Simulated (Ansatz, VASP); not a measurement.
# GaAs: VASP beside Ansatz

File INCAR:

```
SYSTEM = GaAs
PREC     = Accurate       ! precision mode
ENCUT    = 520            ! plane-wave cutoff, eV
EDIFF    = 1E-6           ! SCF threshold, eV
ISMEAR   = 0              ! smearing method
SIGMA    = 0.05           ! smearing width, eV
LREAL    = .FALSE.        ! projectors in reciprocal space
LASPH    = .TRUE.         ! aspherical terms in the spheres
NELM     = 80             ! most SCF steps
ALGO     = Normal         ! electronic algorithm
ISIF     = 2              ! what is computed and relaxed
LWAVE    = .FALSE.        ! write WAVECAR
LCHARG   = .TRUE.         ! write CHGCAR
GGA      = PE             ! functional
LELF     = .TRUE.         ! ELF
LVHAR    = .TRUE.       
NBANDS   = 16             ! bands
```

Contents of KPOINTS:

```
Automatic mesh
0
G
  10 10 10
  0 0 0
```

POSCAR

```
GaAs
1.0
    0.0000000000      2.7292936669      2.7292936669
    2.7292936669      0.0000000000      2.7292936669
    2.7292936669      2.7292936669      0.0000000000
Ga As
1 1
Direct
    0.0000000000      0.0000000000      0.0000000000
    0.2500000000      0.2500000000      0.2500000000
```

Input for Ansatz:

```yaml
crystal:
  lattice:
    - [0.0, 2.7292936669, 2.7292936669]
    - [2.7292936669, 0.0, 2.7292936669]
    - [2.7292936669, 2.7292936669, 0.0]
  atoms:
    - { symbol: Ga, position: [0.0, 0.0, 0.0] }
    - { symbol: As, position: [0.25, 0.25, 0.25] }
basis:
  ecutwfc: 420
  fft_grid_basis: typed
kpoints:
  mp_grid: { grid: [10, 10, 10] }
hamiltonian:
  xc: pbe
scf:
  occupations: { method: gaussian, width: 0.05 }
output:
  forces: true
  stress: true
  eigenvalues: true
  bader: true
  write_density: true
  volumetric_format: npy
  elf: true
```

Alike in both runs: task single point; functional PBE; k mesh 10 × 10 × 10; occupations gaussian, width 0.05 eV; no spin polarisation.

|  | VASP | Ansatz |
| --- | --- | --- |
| version | VASP 6.6.1 | Ansatz 0.2.0 |
| potentials or method | VASP PAW PBE potentials, release 64 (Ga_d, As), cutoff 520 eV | scalar-relativistic, plane waves, PAW |
| valence electrons in the cell | 18 | 28 |

```csv
,VASP,Ansatz,Ansatz less VASP
gap on the k mesh at the Fermi level (eV),1.24,1.25,+0.010
pressure (GPa),13.6,13.4,-0.27
```

VASP's potentials hold 18 valence electrons a cell and Ansatz's 28, so a difference there can come from the potentials and not from the codes.
